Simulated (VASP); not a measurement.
# VGe3 (Pm-3n) in VASP: a series of runs

Runs on VGe3. Level: r2SCAN. Tasks: single point.

Program: VASP 6.6.1. These are calculated values, not measurements. Logs are shortened: lines on timing, memory, paths and dates and some standing lists are left out, and cuts for length are marked.

**1. The cell of the first run**

Symmetry: Pm-3n, No. 223, cubic system. The conventional cell has a = 5.072 Å, b = 5.072 Å, c = 5.072 Å, α = 90.00°, β = 90.00°, γ = 90.00°. V (site symmetry m-3) has 12 Ge at 2.84 Å within 3.7 Å. Ge (site symmetry -4m2) has 10 Ge at 2.54 to 3.11 Å and 4 V at 2.84 Å within 3.3 Å.

**2. Single point, r2SCAN, collinear spin, ferromagnetic start**

Input file POSCAR:

```
VGe3
1.0
    5.0717012335      0.0000000000      0.0000000000
    0.0000000000      5.0717012335      0.0000000000
    0.0000000000      0.0000000000      5.0717012335
V Ge
2 6
Direct
    0.0000000000      0.0000000000      0.0000000000
    0.5000000000      0.5000000000      0.5000000000
    0.2500000000      0.0000000000      0.5000000000
    0.5000000000      0.7500000000      0.0000000000
    0.7500000000      0.0000000000      0.5000000000
    0.5000000000      0.2500000000      0.0000000000
    0.0000000000      0.5000000000      0.7500000000
    0.0000000000      0.5000000000      0.2500000000
```

Input file INCAR.step1:

```
PREC = Accurate
ENCUT = 550
ISMEAR = 0
SIGMA = 0.1
LREAL = F
LASPH = T
NELM = 200
ISPIN = 2
MAGMOM = 1.88 1.88 0 0 0 0 0 0
LMAXMIX = 4
NBANDS = 69
GGA = PE
ALGO = Normal
EDIFF = 1E-5
LWAVE = T
LCHARG = F
GGA_COMPAT = F
KPAR = 4
```

Input file INCAR.step2:

```
PREC = Accurate
ENCUT = 550
EDIFF = 1E-6
ISMEAR = 0
SIGMA = 0.1
LREAL = F
LASPH = T
NELM = 200
ALGO = Normal
ISIF = 2
LWAVE = F
LCHARG = F
ISPIN = 2
MAGMOM = 1.88 1.88 0 0 0 0 0 0
LORBIT = 11
LMAXMIX = 4
METAGGA = R2SCAN
LMIXTAU = T
NBANDS = 69
ISTART = 1
GGA_COMPAT = F
KPAR = 4
```

Input file KPOINTS:

```
regular mesh
0
Gamma
  8 8 8
```

Potentials or basis: VASP PAW PBE potentials, release 64 (V_sv, Ge_d).

Launch:

```sh
$ cat potpaw_PBE.64/V_sv/POTCAR potpaw_PBE.64/Ge_d/POTCAR > POTCAR
$ cp INCAR.step1 INCAR
$ mpirun -np 4 vasp_std > vasp.out
$ cp INCAR.step2 INCAR
$ mpirun -np 4 vasp_std > vasp.out
```

OUTCAR:

```text
PREC = Accurate
   ENCUT = 550
   EDIFF = 1E-6
   ISMEAR = 0
   LREAL = F
   LASPH = T
   NELM = 200
   ISIF = 2
   ISPIN = 2
   LORBIT = 11
   METAGGA = R2SCAN
   ISTART = 1

 ion  position               nearest neighbor table
   1  0.000  0.000  0.000-   3 2.84   4 2.84   5 2.84   6 2.84   7 2.84   8 2.84   3 2.84   5 2.84
                             7 2.84   8 2.84   4 2.84   6 2.84
   2  0.500  0.500  0.500-   3 2.84   4 2.84   5 2.84   6 2.84   7 2.84   8 2.84   4 2.84   6 2.84
                             3 2.84   5 2.84   7 2.84   8 2.84
   3  0.250  0.000  0.500-   5 2.54   5 2.54   1 2.84   1 2.84   2 2.84   2 2.84
   4  0.500  0.750  0.000-   6 2.54   6 2.54   1 2.84   2 2.84   2 2.84   1 2.84
   5  0.750  0.000  0.500-   3 2.54   3 2.54   1 2.84   1 2.84   2 2.84   2 2.84
   6  0.500  0.250  0.000-   4 2.54   4 2.54   1 2.84   2 2.84   2 2.84   1 2.84
   7  0.000  0.500  0.750-   8 2.54   8 2.54   1 2.84   2 2.84   1 2.84   2 2.84
   8  0.000  0.500  0.250-   7 2.54   7 2.54   1 2.84   2 2.84   1 2.84   2 2.84

  LATTYP: Found a simple cubic cell.
 ALAT       =     5.0717012335

  Lattice vectors:

 A1 = (   5.0717012335,   0.0000000000,   0.0000000000)
 A2 = (   0.0000000000,   5.0717012335,   0.0000000000)
 A3 = (   0.0000000000,   0.0000000000,   5.0717012335)

Analysis of symmetry for initial positions (statically):
=====================================================================
 Subroutine PRICEL returns:
 Original cell was already a primitive cell.

 Routine SETGRP: Setting up the symmetry group for a
 simple cubic supercell.

 Subroutine GETGRP returns: Found 48 space group operations
 (whereof 24 operations were pure point group operations)
 out of a pool of 48 trial point group operations.

The static configuration has the point symmetry T_h .
 The point group associated with its full space group is O_h .

Analysis of symmetry for dynamics (positions and initial velocities):
=====================================================================
 Subroutine PRICEL returns:
 Original cell was already a primitive cell.

 Routine SETGRP: Setting up the symmetry group for a
 simple cubic supercell.

 Subroutine GETGRP returns: Found 48 space group operations
 (whereof 24 operations were pure point group operations)
 out of a pool of 48 trial point group operations.

The dynamic configuration has the point symmetry T_h .
 The point group associated with its full space group is O_h .

Analysis of structural, dynamic, and magnetic symmetry:
=====================================================================
 Subroutine PRICEL returns:
 Original cell was already a primitive cell.

 Routine SETGRP: Setting up the symmetry group for a
 simple cubic supercell.

 Subroutine GETGRP returns: Found 48 space group operations
 (whereof 24 operations were pure point group operations)
 out of a pool of 48 trial point group operations.

The overall configuration has the point symmetry T_h .
 The point group associated with its full space group is O_h .

 Subroutine INISYM returns: Found 48 space group operations
 (whereof 24 operations are pure point group operations),
 and found     1 'primitive' translations

----------------------------------------------------------------------------------------

                                     Primitive cell

  volume of cell :     130.4551

  direct lattice vectors                    reciprocal lattice vectors
     5.071701233  0.000000000  0.000000000     0.197172498  0.000000000  0.000000000
     0.000000000  5.071701233  0.000000000     0.000000000  0.197172498  0.000000000
     0.000000000  0.000000000  5.071701233     0.000000000  0.000000000  0.197172498

  length of vectors
     5.071701233  5.071701233  5.071701233     0.197172498  0.197172498  0.197172498

  position of ions in fractional coordinates (direct lattice)
     0.000000000  0.000000000  0.000000000
     0.500000000  0.500000000  0.500000000
     0.250000000  0.000000000  0.500000000
     0.500000000  0.750000000  0.000000000
     0.750000000  0.000000000  0.500000000
     0.500000000  0.250000000  0.000000000
     0.000000000  0.500000000  0.750000000
     0.000000000  0.500000000  0.250000000

  ion indices of the primitive-cell ions
   primitive index   ion index
                 1           1
[... 67 lines left out ...]
   NGX,Y,Z   is equivalent  to a cutoff of  13.11, 13.11, 13.11 a.u.
   NGXF,Y,Z  is equivalent  to a cutoff of  26.22, 26.22, 26.22 a.u.
 SYSTEM =  unknown system
   PREC   = accura    normal or accurate (medium, high low for compatibility)
   ISTART =      1    job   : 0-new  1-cont  2-samecut
   ICHARG =      0    charge: 1-file 2-atom 10-const
   ISPIN  =      2    spin polarized calculation?
   LNONCOLLINEAR =      F non collinear calculations
   LSORBIT =      F    spin-orbit coupling
   LASPH  =      T    aspherical Exc in radial PAW
   ENCUT  =  550.0 eV  40.42 Ry    6.36 a.u.   9.70  9.70  9.70*2*pi/ulx,y,z
   NELM   =    200;   NELMIN=  2; NELMDL=  0     # of ELM steps
   EDIFF  = 0.1E-05   stopping-criterion for ELM
   LREAL  =      F    real-space projection
   EDIFFG = 0.1E-04   stopping-criterion for IOM
   NSW    =      0    number of steps for IOM
   IBRION =     -1    ionic relax: 0-MD 1-quasi-New 2-CG
   NFREE  =      0    steps in history (QN), initial steepest desc. (CG)
   ISIF   =      2    stress and relaxation
   ISYM   =      2    0-nonsym 1-usesym 2-fastsym
   POTIM  = 0.5000    time-step for ionic-motion
   TEBEG  =    0.0;   TEEND  =   0.0 temperature during run
   PSTRESS=    0.0 pullay stress
   NELECT =     110.0000    total number of electrons
   NUPDOWN=      -1.0000    fix difference up-down
   EMIN   =  10.00;   EMAX   =-10.00  energy-range for DOS
   EFERMI =   0.00;   METHOD = LEGACY
   ISMEAR =     0;   SIGMA  =   0.10  broadening in eV -4-tet -1-fermi 0-gaus
   EFERMI_NEDOS =   21; number of points for ismear=-14 and -15
   IALGO  =     38    algorithm
   IMIX   =      4    mixing-type and parameters
     AMIX     =   0.40;   BMIX     =  1.00
     AMIX_MAG =   1.60;   BMIX_MAG =  1.00
  volume/ion in A,a.u.               =      16.31       110.04
  Fermi-wavevector in a.u.,A,eV,Ry     =   1.546626  2.922700 32.545857  2.392053
  Thomas-Fermi vector in A             =   2.651836
   LORBIT       =     11    0 simple, 1 ext, 2 COOP (PROOUT), +10 PAW based schemes
   METAGGA = R2SCAN    functional components
   LHFCALC =     F    Hartree Fock is set to
   AEXX    =    0.0000 exact exchange contribution
   IVDW    =     0    specifies the selected vdW correction
   LEPSILON=     F    determine dielectric tensor
   LRPA    =     F    only Hartree local field effects (RPA)
 spin polarized calculation
 Gauss-broadening in eV      SIGMA  =   0.10
  energy-cutoff  :      550.00
  volume of cell :      130.46
 maximum number of plane-waves:      3887
 NGX is ok and might be reduce to    40
   NGX = 19   NGY = 19   NGZ = 19

 number of electron     109.9999942 magnetization       3.9594302

 Free energy of the ion-electron system (eV)
  ---------------------------------------------------
  ext. energy  EPLUGINS =         0.00000000
  ---------------------------------------------------
  free energy    TOTEN  =      -109.40701057 eV

  energy without entropy =     -109.38548167  energy(sigma->0) =     -109.39624612

 E-fermi :   8.3658     XC(G=0): -13.1780

 val. band max:        8.3630954025   @ k =   0.2500   0.1250   0.1250
 cond. band min:       8.3682350981   @ k =   0.3750   0.3750   0.2500
 fundamental gap:      0.0051396956
 Fermi energy:         8.3657900414

 spin component 1

 k-point     1 :       0.0000    0.0000    0.0000
  band No.  band energies     occupation
      1     -59.4424      1.00000
      2     -59.4422      1.00000
      3     -32.2154      1.00000
      4     -32.2154      1.00000
      5     -32.2154      1.00000
      6     -32.2127      1.00000
[... 1669 lines left out ...]
     66      12.1182      0.00000
     67      13.0776      0.00000

 [... further k-points ...]

 spin component 2

 k-point     1 :       0.0000    0.0000    0.0000
  band No.  band energies     occupation
      1     -57.1530      1.00000
      2     -57.1527      1.00000
      3     -29.9121      1.00000
      4     -29.9121      1.00000
      5     -29.9121      1.00000
      6     -29.9088      1.00000
[... 1669 lines left out ...]
     66      12.4416      0.00000
     67      13.4206      0.00000

 [... further k-points ...]

 [bands above 67 left out]

------------------------ aborting loop because EDIFF is reached ----------------------------------------

  FORCE on cell =-STRESS in cart. coord.  units (eV):
  Direction    XX          YY          ZZ          XY          YZ          ZX
  --------------------------------------------------------------------------------------
  -------------------------------------------------------------------------------------
  Total       -0.0398786     -0.0398786     -0.0398786      0.0000000      0.0000000     -0.0000000
  in kB       -0.4897673     -0.4897673     -0.4897673      0.0000000      0.0000000     -0.0000000
  external PRESSURE =      -0.4897673 kB  Pullay stress =       0.0000000 kB

 VOLUME and BASIS-vectors are now :
 -----------------------------------------------------------------------------
  energy-cutoff  :      550.00
  volume of cell :      130.46
      direct lattice vectors                 reciprocal lattice vectors
     5.071701233  0.000000000  0.000000000     0.197172498  0.000000000  0.000000000
     0.000000000  5.071701233  0.000000000     0.000000000  0.197172498  0.000000000
     0.000000000  0.000000000  5.071701233     0.000000000  0.000000000  0.197172498

 POSITION                                       TOTAL-FORCE (eV/Angst)
 -----------------------------------------------------------------------------------
      0.00000      0.00000      0.00000         0.000000      0.000000     -0.000000
      2.53585      2.53585      2.53585         0.000000      0.000000     -0.000000
      1.26793      0.00000      2.53585         0.000000     -0.000000      0.000000
      2.53585      3.80378      0.00000         0.000000      0.000000      0.000000
      3.80378      0.00000      2.53585        -0.000000     -0.000000     -0.000000
      2.53585      1.26793      0.00000        -0.000000     -0.000000      0.000000
      0.00000      2.53585      3.80378         0.000000     -0.000000      0.000000
      0.00000      2.53585      1.26793        -0.000000      0.000000     -0.000000
 -----------------------------------------------------------------------------------
    total drift:                               -0.000000     -0.000000      0.000000

  FREE ENERGIE OF THE ION-ELECTRON SYSTEM (eV)
  ---------------------------------------------------
  free  energy   TOTEN  =      -109.4070105659 eV

  energy  without entropy=     -109.3854816671  energy(sigma->0) =     -109.39624612

 total charge

# of ion       s       p       d       tot
------------------------------------------
    1        2.191   6.135   3.060  11.385
    2        2.191   6.135   3.060  11.385
    3        1.176   1.105  10.054  12.335
    4        1.176   1.105  10.054  12.335
    5        1.176   1.105  10.054  12.335
    6        1.176   1.105  10.054  12.335
    7        1.176   1.105  10.054  12.335
    8        1.176   1.105  10.054  12.335
--------------------------------------------------
tot         11.440  18.898  66.441  96.778

 magnetization (x)

# of ion       s       p       d       tot
------------------------------------------
    1        0.033   0.031   1.807   1.871
    2        0.033   0.031   1.807   1.871
    3       -0.013  -0.030   0.005  -0.038
    4       -0.013  -0.030   0.005  -0.038
    5       -0.013  -0.030   0.005  -0.038
    6       -0.013  -0.030   0.005  -0.038
    7       -0.013  -0.030   0.005  -0.038
    8       -0.013  -0.030   0.005  -0.038
--------------------------------------------------
tot         -0.009  -0.120   3.642   3.513
```

Wall time 5.2 min (4 MPI ranks of Intel Xeon 6975P-C (Granite Rapids), shared host); peak memory 0.63 GiB.

Results:

```
Free energy                                           : -109.4070 eV
Pressure                                              : 0.0 GPa
Net moment                                            : 3.96 μB per cell
Site moments                                          : V +1.87; Ge -0.04 μB
Valence electrons inside the program's atomic spheres : V 11.38; Ge 12.34
```

Caveat: the PAW data sets were made with another functional, which shifts forces and pressure a little.

**3. Single point, r2SCAN, collinear spin, ferromagnetic start**

This run uses another cell than the first one, of 16.18 Å³/atom.

Edit POSCAR of step 2 so:

```diff
@@ -2,5 +2,5 @@
 1.0
-    5.0717012335      0.0000000000      0.0000000000
-    0.0000000000      5.0717012335      0.0000000000
-    0.0000000000      0.0000000000      5.0717012335
+    5.0588589011      0.0000000000      0.0000000000
+    0.0000000000      5.0588589011      0.0000000000
+    0.0000000000      0.0000000000      5.0588589011
 V Ge
```

Input file INCAR.step1:

```
PREC = Accurate
ENCUT = 550
ISMEAR = 0
SIGMA = 0.1
LREAL = False
LASPH = True
NELM = 200
ISPIN = 2
MAGMOM = 1.46 1.46 0 0 0 0 0 0
LMAXMIX = 4
NBANDS = 69
GGA = PE
ALGO = Normal
EDIFF = 1E-5
LWAVE = True
LCHARG = False
GGA_COMPAT = False
```

Input file INCAR.step2:

```
PREC = Accurate
ENCUT = 550
EDIFF = 1E-6
ISMEAR = 0
SIGMA = 0.1
LREAL = False
LASPH = True
NELM = 200
ALGO = Normal
ISIF = 2
LWAVE = False
LCHARG = True
ISPIN = 2
MAGMOM = 1.46 1.46 0 0 0 0 0 0
LORBIT = 11
LMAXMIX = 4
METAGGA = R2SCAN
LMIXTAU = True
LELF = True
LVHAR = True
NBANDS = 69
ISTART = 1
GGA_COMPAT = False
```

Input file KPOINTS:

```
Automatic mesh
0
Gamma
  4 4 4
```

Potentials or basis: VASP PAW PBE potentials, release 64 (V_sv, Ge_d).

Launch:

```sh
$ cat potpaw_PBE.64/V_sv/POTCAR potpaw_PBE.64/Ge_d/POTCAR > POTCAR
$ cp INCAR.step1 INCAR
$ mpirun -np 1 vasp_std > vasp.out
$ cp INCAR.step2 INCAR
$ mpirun -np 1 vasp_std > vasp.out
```

Wall time 17 min (1 thread of Oxide Virtual Turin-like, shared host); peak memory 0.35 GiB.

It converged, with:

* Free energy: -109.5981 eV
* Pressure: 0.0 GPa
* Net moment: 3.37 μB per cell
* Site moments: V +1.70; Ge -0.06 μB
* Valence electrons inside the program's atomic spheres: V 11.39; Ge 12.34

Levels at points of the mesh, in eV from the Fermi level:
Spin up:
| k point | band 54 | band 55 | band 56 | band 57 | band 58 | band 59 |
| --- | --- | --- | --- | --- | --- | --- |
| (0.00, 0.00, 0.00) | -1.34 | -1.34 | -1.34 | 0.56 | 0.56 | 0.56 |
| (0.50, 0.00, 0.00) | -0.75 | -0.71 | -0.71 | 0.30 | 0.30 | 0.82 |
| (0.50, 0.50, 0.00) | -1.17 | -1.02 | -0.89 | 0.56 | 0.60 | 1.29 |
| (0.50, 0.50, 0.50) | -1.14 | -1.14 | -1.14 | 1.66 | 1.66 | 1.66 |
Spin down:
| k point | band 51 | band 52 | band 53 | band 54 | band 55 | band 56 |
| --- | --- | --- | --- | --- | --- | --- |
| (0.00, 0.00, 0.00) | -2.11 | -2.11 | -2.11 | 0.74 | 0.74 | 0.74 |
| (0.50, 0.00, 0.00) | -0.92 | -0.92 | -0.15 | -0.15 | 0.71 | 0.71 |
| (0.50, 0.50, 0.00) | -1.13 | -1.13 | 0.53 | 0.76 | 0.76 | 1.41 |
| (0.50, 0.50, 0.50) | 0.65 | 0.65 | 0.65 | 0.65 | 0.65 | 0.65 |

Caveat: the PAW data sets were made with another functional, which shifts forces and pressure a little.
